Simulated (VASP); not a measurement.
BeS:

```xyz
2
Lattice="0.0000 2.3803 2.4343 2.3803 0.0000 2.4343 2.3803 2.3803 0.0000" Properties=species:S:1:pos:R:3 pbc="T T T"
Be    0.0000    0.0000    0.0000
S     1.1901    1.1901    1.2172
```

This cell differs from its parent crystal: biaxial xy strain -2.2%.

Program: VASP 6.6.1. Alike in all runs: task single point; potentials or basis VASP PAW PBE potentials, release 64 (Be, S); no spin polarisation; cell as given; cutoff (eV) 520.

Question: Order these runs on this cell by their band gap on the k mesh, lowest first.
A. level r2SCAN; k mesh 10 × 10 × 10; smearing gaussian 0.01 eV
B. level HSE06; k mesh 6 × 6 × 6; smearing gaussian 0.01 eV; grid for exact exchange (PRECFOCK) Normal; screening parameter 0.2079 1/Å
C. level PBE; k mesh 10 × 10 × 10; smearing fermi-dirac 0.02 eV

Answer: C (2.93 eV), A (3.39 eV), B (3.86 eV).

A k mesh can miss the band edges.
